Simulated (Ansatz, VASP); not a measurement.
**One calculation of C, two programs**

The input POSCAR:

```
C
1.0
   -2.5098396889      0.0000000000      0.0000000000
   -1.2549198445     -2.1735849300      0.0000000000
    0.0000000000      0.0000000000     16.8106492275
C
16
Direct
    0.0000000000      0.0000000000      0.6614810036
    0.0000000000      0.0000000000      0.1689167664
    0.0000000000      1.0000000000      0.9077631222
    0.0000000000      1.0000000000      0.4151988850
    0.0000000000      0.0000000000      0.8162117080
    0.0000000000      0.0000000000      0.3236474708
    0.0000000000      1.0000000000      0.0773653522
    0.0000000000      1.0000000000      0.5699295894
    0.3333333333      0.3333333333      0.6922971687
    0.3333333333      0.3333333333      0.1997329315
    0.6666666667      0.6666666667      0.9385792873
    0.6666666667      0.6666666667      0.4460150501
    0.3333333333      0.3333333333      0.7853955430
    0.3333333333      0.3333333333      0.2928313057
    0.6666666667      0.6666666667      0.0465491871
    0.6666666667      0.6666666667      0.5391134243
```

File INCAR.step1:

```
SYSTEM = C
PREC = Accurate
ENCUT = 520
ISMEAR = 0
SIGMA = 0.05
LREAL = Auto
LASPH = .TRUE.
NELM = 80
NBANDS = 46
GGA = PE
ALGO = Normal
EDIFF = 1E-4
LWAVE = .TRUE.
LCHARG = .FALSE.
```

INCAR.step2

```
SYSTEM = C
PREC = Accurate
ENCUT = 520
EDIFF = 1E-7
ISMEAR = 0
SIGMA = 0.05
LREAL = Auto
LASPH = .TRUE.
NELM = 80
ALGO = Normal
ISIF = 2
LWAVE = .FALSE.
LCHARG = .TRUE.
METAGGA = R2SCAN
LMIXTAU = .TRUE.
LELF = .TRUE.
LVHAR = .TRUE.
NBANDS = 46
ISTART = 1
```

Contents of KPOINTS:

```
regular mesh
0
G
  10 10 2
  0 0 0
```

Input for Ansatz:

```yaml
crystal:
  lattice:
    - [-2.5098396889, 0.0, 0.0]
    - [-1.2549198445, -2.17358493, 0.0]
    - [0.0, 0.0, 16.8106492275]
  atoms:
    - { symbol: C, position: [0.0, 0.0, 0.6614810036] }
    - { symbol: C, position: [0.0, 0.0, 0.1689167664] }
    - { symbol: C, position: [0.0, 1.0, 0.9077631222] }
    - { symbol: C, position: [0.0, 1.0, 0.415198885] }
    - { symbol: C, position: [0.0, 0.0, 0.816211708] }
    - { symbol: C, position: [0.0, 0.0, 0.3236474708] }
    - { symbol: C, position: [0.0, 1.0, 0.0773653522] }
    - { symbol: C, position: [0.0, 1.0, 0.5699295894] }
    - { symbol: C, position: [0.3333333333, 0.3333333333, 0.6922971687] }
    - { symbol: C, position: [0.3333333333, 0.3333333333, 0.1997329315] }
    - { symbol: C, position: [0.6666666667, 0.6666666667, 0.9385792873] }
    - { symbol: C, position: [0.6666666667, 0.6666666667, 0.4460150501] }
    - { symbol: C, position: [0.3333333333, 0.3333333333, 0.785395543] }
    - { symbol: C, position: [0.3333333333, 0.3333333333, 0.2928313057] }
    - { symbol: C, position: [0.6666666667, 0.6666666667, 0.0465491871] }
    - { symbol: C, position: [0.6666666667, 0.6666666667, 0.5391134243] }
basis:
  ecutwfc: 500
kpoints:
  mp_grid: { grid: [10, 10, 2] }
hamiltonian:
  xc: r2scan
scf:
  occupations: { method: gaussian, width: 0.05 }
output:
  forces: true
  stress: true
  eigenvalues: true
```

Alike in both runs: task single point; functional r2SCAN; k mesh 10 × 10 × 2; occupations gaussian, width 0.05 eV; no spin polarisation.

|  | VASP | Ansatz |
| --- | --- | --- |
| version | VASP 6.6.1 | Ansatz 0.2.0 |
| potentials or method | VASP PAW PBE potentials, release 64 (C), cutoff 520 eV | scalar-relativistic, plane waves, PAW |
| valence electrons in the cell | 64 | 64 |

Ansatz gave:

| Quantity | Value |
| --- | --- |
| gap on the k mesh at the Fermi level (eV) | 4.73 |
| least direct gap on the mesh (eV) | 4.94 |
| pressure (GPa) | -4.2 |
| traceless stress, the component that is largest in VASP (GPa) | -8.16 |
| rms of the force components (eV/Å) | 0.480 |

Problem. Estimate VASP's values.

Solution. gap on the k mesh at the Fermi level (eV): 4.71; least direct gap on the mesh (eV): 4.91; pressure (GPa): -3.1; traceless stress, the component that is largest in VASP (GPa): -8.33; rms of the force components (eV/Å): 0.486.

VASP's potentials were made for PBE, not for r2SCAN. Atom by atom the forces differ by 0.011 eV/Å (rms over components). The functional is the same, so the differences come from potentials, cutoffs and numerics.
